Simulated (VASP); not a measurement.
# Br2 in VASP: notebook

Runs on Br2. Level: PBEsol. Tasks: single point, relaxation of the atoms.

Program: VASP 6.6.1. These are calculated values, not measurements. Logs are shortened: lines on timing, memory, paths and dates and some standing lists are left out, and cuts for length are marked.

### 1 The cell of the first run

The cell holds a molecule in a box, 2 atoms: a = 12.000 Å, b = 12.300 Å, c = 12.600 Å, α = 90.00°, β = 90.00°, γ = 90.00°.

### 2 Single point, PBEsol

Contents of INCAR:

```
PREC = Accurate
ENCUT = 520
EDIFF = 1E-6
ISMEAR = -1
SIGMA = 0.01
LREAL = F
LASPH = T
NELM = 100
ALGO = Normal
ISIF = 2
LWAVE = F
LCHARG = T
GGA = PS
LELF = T
LVHAR = T
NBANDS = 14
```

Contents of KPOINTS:

```
regular mesh
0
Gamma
  1 1 1
```

Contents of POSCAR:

```
Br
1.0
   12.0000000000      0.0000000000      0.0000000000
    0.0000000000     12.3000000000      0.0000000000
    0.0000000000      0.0000000000     12.6000000000
Br
2
Direct
    0.5000000000      0.5000000000      0.4093519933
    0.5000000000      0.5000000000      0.5906480067
```

Potentials or basis: VASP PAW PBE potentials, release 64 (Br).

Started as:

```bash
cat potpaw_PBE.64/Br/POTCAR > POTCAR
mpirun -np 1 vasp_gam > vasp.out
```

OUTCAR:

```text
PREC = Accurate
   ENCUT = 520
   EDIFF = 1E-6
   ISMEAR = -1
   LREAL = F
   LASPH = T
   NELM = 100
   ISIF = 2
   GGA = PS

 ion  position               nearest neighbor table
   1  0.500  0.500  0.409-   2 2.28
   2  0.500  0.500  0.591-   1 2.28

  LATTYP: Found a simple orthorhombic cell.
 ALAT       =    12.0000000000
 B/A-ratio  =     1.0250000000
 C/A-ratio  =     1.0500000000

  Lattice vectors:

 A1 = (  12.0000000000,   0.0000000000,   0.0000000000)
 A2 = (   0.0000000000,  12.3000000000,   0.0000000000)
 A3 = (   0.0000000000,   0.0000000000,  12.6000000000)

Analysis of symmetry for initial positions (statically):
=====================================================================
 Subroutine PRICEL returns:
 Original cell was already a primitive cell.

 Routine SETGRP: Setting up the symmetry group for a
 simple orthorhombic supercell.

 Subroutine GETGRP returns: Found  8 space group operations
 (whereof  8 operations were pure point group operations)
 out of a pool of  8 trial point group operations.

The static configuration has the point symmetry D_2h.

Analysis of symmetry for dynamics (positions and initial velocities):
=====================================================================
 Subroutine PRICEL returns:
 Original cell was already a primitive cell.

 Routine SETGRP: Setting up the symmetry group for a
 simple orthorhombic supercell.

 Subroutine GETGRP returns: Found  8 space group operations
 (whereof  8 operations were pure point group operations)
 out of a pool of  8 trial point group operations.

The dynamic configuration has the point symmetry D_2h.

 Subroutine INISYM returns: Found  8 space group operations
 (whereof  8 operations are pure point group operations),
 and found     1 'primitive' translations

----------------------------------------------------------------------------------------

                                     Primitive cell

  volume of cell :    1859.7600

  direct lattice vectors                    reciprocal lattice vectors
    12.000000000  0.000000000  0.000000000     0.083333333  0.000000000  0.000000000
     0.000000000 12.300000000  0.000000000     0.000000000  0.081300813  0.000000000
     0.000000000  0.000000000 12.600000000     0.000000000  0.000000000  0.079365079

  length of vectors
    12.000000000 12.300000000 12.600000000     0.083333333  0.081300813  0.079365079

  position of ions in fractional coordinates (direct lattice)
     0.500000000  0.500000000  0.409351993
     0.500000000  0.500000000  0.590648007

  ion indices of the primitive-cell ions
   primitive index   ion index
                 1           1
                 2           2

----------------------------------------------------------------------------------------

 KPOINTS: regular mesh

Automatic generation of k-mesh.
 Grid dimensions read from file:
 generate k-points for:    1    1    1

 Generating k-lattice:

  Cartesian coordinates                     Fractional coordinates (reciprocal lattice)
     0.083333333  0.000000000  0.000000000     1.000000000  0.000000000  0.000000000
     0.000000000  0.081300813  0.000000000     0.000000000  1.000000000  0.000000000
     0.000000000  0.000000000  0.079365079     0.000000000  0.000000000  1.000000000

  Length of vectors
     0.083333333  0.081300813  0.079365079

  Shift w.r.t. Gamma in fractional coordinates (k-lattice)
     0.000000000  0.000000000  0.000000000

 Subroutine IBZKPT returns following result:
 ===========================================

 Found      1 irreducible k-points:

 Following reciprocal coordinates:
            Coordinates               Weight
  0.000000  0.000000  0.000000      1.000000
   k-points           NKPTS =      1   k-points in BZ     NKDIM =      1   number of bands    NBANDS=     14
   number of dos      NEDOS =    301   number of ions     NIONS =      2
   total plane-waves  NPLWV = 829440
   dimension x,y,z NGX =    90 NGY =   96 NGZ =   96
   dimension x,y,z NGXF=   180 NGYF=  192 NGZF=  192
   ions per type =               2
   NGX,Y,Z   is equivalent  to a cutoff of  12.47, 12.98, 12.67 a.u.
   NGXF,Y,Z  is equivalent  to a cutoff of  24.94, 25.95, 25.33 a.u.
 SYSTEM =  unknown system
   PREC   = accura    normal or accurate (medium, high low for compatibility)
   ISTART =      0    job   : 0-new  1-cont  2-samecut
   ICHARG =      2    charge: 1-file 2-atom 10-const
   ISPIN  =      1    spin polarized calculation?
   LNONCOLLINEAR =      F non collinear calculations
   LSORBIT =      F    spin-orbit coupling
   LASPH  =      T    aspherical Exc in radial PAW
   ENCUT  =  520.0 eV  38.22 Ry    6.18 a.u.  22.31 22.87 23.43*2*pi/ulx,y,z
   NELM   =    100;   NELMIN=  2; NELMDL= -5     # of ELM steps
   EDIFF  = 0.1E-05   stopping-criterion for ELM
   LREAL  =      F    real-space projection
   EDIFFG = 0.1E-04   stopping-criterion for IOM
   NSW    =      0    number of steps for IOM
   IBRION =     -1    ionic relax: 0-MD 1-quasi-New 2-CG
   NFREE  =      0    steps in history (QN), initial steepest desc. (CG)
   ISIF   =      2    stress and relaxation
   ISYM   =      2    0-nonsym 1-usesym 2-fastsym
   POTIM  = 0.5000    time-step for ionic-motion
   TEBEG  =    0.0;   TEEND  =   0.0 temperature during run
   PSTRESS=    0.0 pullay stress
   NELECT =      14.0000    total number of electrons
   NUPDOWN=      -1.0000    fix difference up-down
   EMIN   =  10.00;   EMAX   =-10.00  energy-range for DOS
   EFERMI =   0.00;   METHOD = LEGACY
   ISMEAR =    -1;   SIGMA  =   0.01  broadening in eV -4-tet -1-fermi 0-gaus
   EFERMI_NEDOS =   21; number of points for ismear=-14 and -15
   IALGO  =     38    algorithm
   IMIX   =      4    mixing-type and parameters
     AMIX     =   0.40;   BMIX     =  1.00
     AMIX_MAG =   1.60;   BMIX_MAG =  1.00
  volume/ion in A,a.u.               =     929.88      6275.14
  Fermi-wavevector in a.u.,A,eV,Ry     =   0.320847  0.606314  1.400625  0.102943
  Thomas-Fermi vector in A             =   1.207823
   LORBIT       =      0    0 simple, 1 ext, 2 COOP (PROOUT), +10 PAW based schemes
   GGA     = PS    functional components
   LHFCALC =     F    Hartree Fock is set to
   AEXX    =    0.0000 exact exchange contribution
   IVDW    =     0    specifies the selected vdW correction
   LEPSILON=     F    determine dielectric tensor
   LRPA    =     F    only Hartree local field effects (RPA)
 non-spin polarized calculation
  energy-cutoff  :      520.00
  volume of cell :     1859.76
 maximum number of plane-waves:     25042
 NGX is ok and might be reduce to    90
   NGX = 45   NGY = 45   NGZ = 47

 number of electron      13.9999998 magnetization

 Free energy of the ion-electron system (eV)
  ---------------------------------------------------
  ext. energy  EPLUGINS =         0.00000000
  ---------------------------------------------------
  free energy    TOTEN  =        -3.25060508 eV

  energy without entropy =       -3.25060508  energy(sigma->0) =       -3.25060508

 E-fermi :  -6.3152     XC(G=0):  -0.6039

 val. band max:       -6.5827375903   @ k =   0.0000   0.0000   0.0000
 cond. band min:      -4.3081344560   @ k =   0.0000   0.0000   0.0000
 fundamental gap:      2.2746031343
 Fermi energy:        -6.3152002331

 k-point     1 :       0.0000    0.0000    0.0000
  band No.  band energies     occupation
      1     -21.8712      2.00000
      2     -18.9319      2.00000
      3     -10.6899      2.00000
      4      -8.6710      2.00000
      5      -8.6710      2.00000
      6      -6.5828      2.00000
      7      -6.5827      2.00000
      8      -4.3081      0.00000
      9      -0.3563      0.00000
     10       0.6378      0.00000
     11       0.7038      0.00000
     12       0.7995      0.00000
     13       0.8393      0.00000
     14       0.8860      0.00000

------------------------ aborting loop because EDIFF is reached ----------------------------------------

  FORCE on cell =-STRESS in cart. coord.  units (eV):
  Direction    XX          YY          ZZ          XY          YZ          ZX
  --------------------------------------------------------------------------------------
  -------------------------------------------------------------------------------------
  Total       -0.0030190     -0.0024914      0.0629286      0.0000000      0.0000000      0.0000000
  in kB       -0.0026008     -0.0021463      0.0542128      0.0000000      0.0000000      0.0000000
  external PRESSURE =       0.0164885 kB  Pullay stress =       0.0000000 kB

 VOLUME and BASIS-vectors are now :
 -----------------------------------------------------------------------------
  energy-cutoff  :      520.00
  volume of cell :     1859.76
      direct lattice vectors                 reciprocal lattice vectors
    12.000000000  0.000000000  0.000000000     0.083333333  0.000000000  0.000000000
     0.000000000 12.300000000  0.000000000     0.000000000  0.081300813  0.000000000
     0.000000000  0.000000000 12.600000000     0.000000000  0.000000000  0.079365079

 POSITION                                       TOTAL-FORCE (eV/Angst)
 -----------------------------------------------------------------------------------
      6.00000      6.15000      5.15784         0.000000      0.000000     -0.028230
      6.00000      6.15000      7.44216         0.000000      0.000000      0.028230
 -----------------------------------------------------------------------------------
    total drift:                                0.000000      0.000000     -0.000000

  FREE ENERGIE OF THE ION-ELECTRON SYSTEM (eV)
  ---------------------------------------------------
  free  energy   TOTEN  =        -3.2506050767 eV

  energy  without entropy=       -3.2506050767  energy(sigma->0) =       -3.25060508
```

Wall time 4 min (1 thread of Intel Xeon 8259CL, shared host); peak memory 1.2 GiB.

Results:

```yaml
Free_energy: -3.2506 eV
Largest_force: 0.028 eV/Å
Gap_between_the_frontier_levels: 2.27 eV
```

Forces in eV/Å, atoms in the order of the input:
```
Br   0.000  0.000 -0.028
Br   0.000  0.000  0.028
```

Levels at points of the mesh, in eV from the valence-band top:
| k point | band 4 | band 5 | band 6 | band 7 | band 8 | band 9 | band 10 | band 11 |
| --- | --- | --- | --- | --- | --- | --- | --- | --- |
| (0.00, 0.00, 0.00) | -2.09 | -2.09 | 0.00 | 0.00 | 2.27 | 6.23 | 7.22 | 7.29 |

Caveat: the PAW data sets were made with another functional, which shifts forces and pressure a little.

### 3 Single point, PBEsol

Contents of INCAR:

```
SYSTEM = Br
PREC = Accurate
ENCUT = 520
EDIFF = 1E-6
ISMEAR = -1
SIGMA = 0.01
LREAL = .False.
LASPH = .True.
NELM = 60
ALGO = Normal
ISIF = 2
LWAVE = .False.
LCHARG = .True.
GGA = PS
LELF = .True.
LVHAR = .True.
NBANDS = 14
```

Contents of KPOINTS:

```
Automatic mesh
0
Gamma
  1 1 1
  0 0 0
```

POSCAR is that of step 2.

Potentials or basis: VASP PAW PBE potentials, release 64 (Br).

Started as:

```bash
cat potpaw_PBE.64/Br/POTCAR > POTCAR
mpirun -np 1 vasp_gam > vasp.out
```

OUTCAR:

```text
SYSTEM = Br
   PREC = Accurate
   ENCUT = 520
   EDIFF = 1E-6
   ISMEAR = -1
   LREAL = .False.
   LASPH = .True.
   NELM = 60
   ISIF = 2
   GGA = PS

 ion  position               nearest neighbor table
   1  0.500  0.500  0.409-   2 2.28
   2  0.500  0.500  0.591-   1 2.28

  LATTYP: Found a simple orthorhombic cell.
 ALAT       =    12.0000000000
 B/A-ratio  =     1.0250000000
 C/A-ratio  =     1.0500000000

  Lattice vectors:

 A1 = (  12.0000000000,   0.0000000000,   0.0000000000)
 A2 = (   0.0000000000,  12.3000000000,   0.0000000000)
 A3 = (   0.0000000000,   0.0000000000,  12.6000000000)

Analysis of symmetry for initial positions (statically):
=====================================================================
 Subroutine PRICEL returns:
 Original cell was already a primitive cell.

 Routine SETGRP: Setting up the symmetry group for a
 simple orthorhombic supercell.

 Subroutine GETGRP returns: Found  8 space group operations
 (whereof  8 operations were pure point group operations)
 out of a pool of  8 trial point group operations.

[... 137 lines left out ...]

 E-fermi :  -6.3152     XC(G=0):  -0.6039

 val. band max:       -6.5827375903   @ k =   0.0000   0.0000   0.0000
 cond. band min:      -4.3081344560   @ k =   0.0000   0.0000   0.0000
 fundamental gap:      2.2746031343
 Fermi energy:        -6.3152002331

 k-point     1 :       0.0000    0.0000    0.0000
  band No.  band energies     occupation
      1     -21.8712      2.00000
      2     -18.9319      2.00000
      3     -10.6899      2.00000
      4      -8.6710      2.00000
      5      -8.6710      2.00000
      6      -6.5828      2.00000
      7      -6.5827      2.00000
      8      -4.3081      0.00000
      9      -0.3563      0.00000
     10       0.6378      0.00000
     11       0.7038      0.00000
     12       0.7995      0.00000
     13       0.8393      0.00000
     14       0.8860      0.00000

------------------------ aborting loop because EDIFF is reached ----------------------------------------

  FORCE on cell =-STRESS in cart. coord.  units (eV):
  Direction    XX          YY          ZZ          XY          YZ          ZX
  --------------------------------------------------------------------------------------
  -------------------------------------------------------------------------------------
  Total       -0.0030190     -0.0024914      0.0629286      0.0000000      0.0000000      0.0000000
  in kB       -0.0026008     -0.0021463      0.0542128      0.0000000      0.0000000      0.0000000
  external PRESSURE =       0.0164885 kB  Pullay stress =       0.0000000 kB

 VOLUME and BASIS-vectors are now :
 -----------------------------------------------------------------------------
  energy-cutoff  :      520.00
  volume of cell :     1859.76
      direct lattice vectors                 reciprocal lattice vectors
    12.000000000  0.000000000  0.000000000     0.083333333  0.000000000  0.000000000
     0.000000000 12.300000000  0.000000000     0.000000000  0.081300813  0.000000000
     0.000000000  0.000000000 12.600000000     0.000000000  0.000000000  0.079365079

 POSITION                                       TOTAL-FORCE (eV/Angst)
 -----------------------------------------------------------------------------------
      6.00000      6.15000      5.15784         0.000000      0.000000     -0.028230
      6.00000      6.15000      7.44216         0.000000      0.000000      0.028230
 -----------------------------------------------------------------------------------
    total drift:                                0.000000      0.000000     -0.000000

  FREE ENERGIE OF THE ION-ELECTRON SYSTEM (eV)
  ---------------------------------------------------
  free  energy   TOTEN  =        -3.2506050767 eV

  energy  without entropy=       -3.2506050767  energy(sigma->0) =       -3.25060508
```

OSZICAR:

```text
N       E                     dE             d eps       ncg     rms          rms(c)
DAV:   1     0.124416539379E+03    0.12442E+03   -0.29944E+03    36   0.548E+02
DAV:   2     0.409129192156E+02   -0.83504E+02   -0.72955E+02    40   0.940E+01
DAV:   3     0.416983483329E+00   -0.40496E+02   -0.40352E+02    40   0.696E+01
[... 15 lines left out ...]
DAV:  19    -0.325059643637E+01   -0.80319E-05   -0.18648E-07    36   0.195E-03    0.785E-04
DAV:  20    -0.325060215936E+01   -0.57230E-05   -0.90582E-08    40   0.139E-03    0.142E-04
DAV:  21    -0.325060397516E+01   -0.18158E-05   -0.36745E-08    40   0.811E-04    0.960E-05
DAV:  22    -0.325060498153E+01   -0.10064E-05   -0.78027E-09    20   0.496E-04    0.336E-04
DAV:  23    -0.325060507667E+01   -0.95145E-07    0.55159E-09    32   0.200E-04
   1 F= -.32506051E+01 E0= -.32506051E+01  d E =-.266735E-11
```

It took 4.9 min on 1 thread of Intel Xeon 8259CL, shared host; peak memory 1.2 GiB.

What came out:

```yaml
Free_energy: -3.2506 eV
Largest_force: 0.028 eV/Å
Gap_between_the_frontier_levels: 2.27 eV
```

Forces on the atoms (eV/Å):
```
Br   0.000  0.000 -0.028
Br   0.000  0.000  0.028
```

Levels at points of the mesh, in eV from the valence-band top:
```
           k point  band 4  band 5  band 6  band 7  band 8  band 9  band 10  band 11
(0.00, 0.00, 0.00)   -2.09   -2.09    0.00    0.00    2.27    6.23     7.22     7.29
```

Caveat: the PAW data sets were made with another functional, which shifts forces and pressure a little.

[end of part 1 of 2]
